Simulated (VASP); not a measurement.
Input of a VASP 6.6.1 run:

INCAR

```
SYSTEM = BN
  ALGO = Normal
  EDIFF = 1E-6
  ENCUT = 520
  GGA = PE
  ISIF = 2
  ISMEAR = 0
  LASPH = .TRUE.
  LCHARG = .TRUE.
  LELF = .TRUE.
  LREAL = .FALSE.
  LVHAR = .TRUE.
  LWAVE = .FALSE.
  NBANDS = 11
  NELM = 60
  PREC = Accurate
  SIGMA = 0.05
```

Contents of KPOINTS:

```
k-points
0
G
  12 12 12
  0 0 0
```

Contents of POSCAR:

```
BN
1.0
    0.0067963069      1.8123485119      1.8123485119
    1.8123485119      0.0067963069      1.8123485119
    1.8191448188      1.8191448188      0.0000000000
B N
1 1
Direct
    0.0000000000      0.0000000000      0.0000000000
    0.7500000000      0.7500000000      0.7500000000
```

Potentials or basis: VASP PAW PBE potentials, release 64 (B, N).

Run with:

```sh
$ cat potpaw_PBE.64/B/POTCAR potpaw_PBE.64/N/POTCAR > POTCAR
$ mpirun -np 1 vasp_std > vasp.out
```

Q: What does it give for the pressure?

A: 0.3 GPa.

Q: What does it give for the largest force?

A: 0.011 eV/Å.

Q: What does it give for the band gap on the k mesh?

A: 4.43 eV (least direct gap 8.67 eV).

Stress tensor (GPa, compression positive):
```
 0.28 -3.34  0.00
-3.34  0.28  0.00
 0.00  0.00  0.25
```

Caveat: the cell differs from its parent crystal (strain +0.0075 x Voigt [0, 0, 0, 0, 0, 1]). A k mesh can miss the band edges.
